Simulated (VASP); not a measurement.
Runs of VASP 6.6.1 on Ga. The structure is that of space group Cmcm (No. 63), or close to it. The cells are those of the table. 

```tsv
task	level	potentials or basis	cell	k mesh	cutoff (eV)	gap on the mesh (eV)	pressure (GPa)	largest force (eV/Å)
single point	PBEsol	VASP PAW PBE potentials, release 64 (Ga_d)	a = 2.815, b = 3.325, c = 4.266 Å, angles 90.0, 108.6, 90.0°, 2 atoms	10 × 8 × 7	520	none	-2.6	0.06
single point	LDA	VASP PAW LDA potentials, release 64 (Ga_d)	a = 2.833, b = 3.346, c = 4.293 Å, angles 90.0, 108.6, 90.0°, 2 atoms	10 × 8 × 7	520	none	(a)	0.04
single point	LDA	VASP PAW LDA potentials, release 64 (Ga_d)	a = 2.741, b = 3.237, c = 4.153 Å, angles 90.0, 108.6, 90.0°, 2 atoms	10 × 8 × 7	520	none	-0.3	0.08
single point	LDA	VASP PAW LDA potentials, release 64 (Ga_d)	a = 2.778, b = 3.282, c = 4.210 Å, angles 90.0, 108.6, 90.0°, 2 atoms	7 × 6 × 5	520	none	-2.7	0.13
relaxation of cell and atoms	LDA	VASP PAW LDA potentials, release 64 (Ga_d)	relaxed from a = 2.778, b = 3.282, c = 4.210 Å, angles 90.0, 108.6, 90.0°, 2 atoms	7 × 6 × 5	600	none	0.0	-
```

Alike in all rows: no spin polarisation; smearing fermi-dirac 0.05 eV.

Estimate the missing entries.

(a) -5.4.

Caveats: the PAW data sets were made with another functional, which shifts forces and pressure a little (at least some runs); the cell stands under tension (at least some runs).

A k mesh can miss the band edges, and the runs leave out spin-orbit coupling on Ga.

A gap of «none» marks levels without a gap at the run's occupations.
